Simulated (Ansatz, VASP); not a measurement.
# ZnAu: VASP beside Ansatz

```xyz
2
Lattice="3.3226 0.0000 0.0000 0.0000 3.1338 0.0000 0.0000 0.0000 3.1338" Properties=species:S:1:pos:R:3 pbc="T T T"
Zn    1.7669    1.5669    1.5669
Au   -0.1056    0.0000    0.0000
```

Alike in both runs: task single point; functional PBE; k mesh 12 × 12 × 12; occupations gaussian, width 0.1 eV; no spin polarisation.

|  | VASP | Ansatz |
| --- | --- | --- |
| version | VASP 6.6.1 | Ansatz 0.2.0 |
| potentials or method | VASP PAW PBE potentials, release 64 (Zn, Au), cutoff 520 eV | scalar-relativistic, plane waves, PAW |
| valence electrons in the cell | 23 | 31 |

```csv
,VASP,Ansatz,Ansatz less VASP
gap on the k mesh at the Fermi level (eV),none,none,-
pressure (GPa),1.3,1.2,-0.11
"traceless stress, the component that is largest in VASP (GPa)",-1.98,-1.96,+0.021
rms of the force components (eV/Å),0.388,0.382,-0.0061
```

Atom by atom the forces differ by 0.006 eV/Å (rms over components). A gap of «none» marks a metal or a gap that the smearing closes. VASP's potentials hold 23 valence electrons a cell and Ansatz's 31, so a difference there can come from the potentials and not from the codes.

Neither program's run includes spin-orbit coupling.
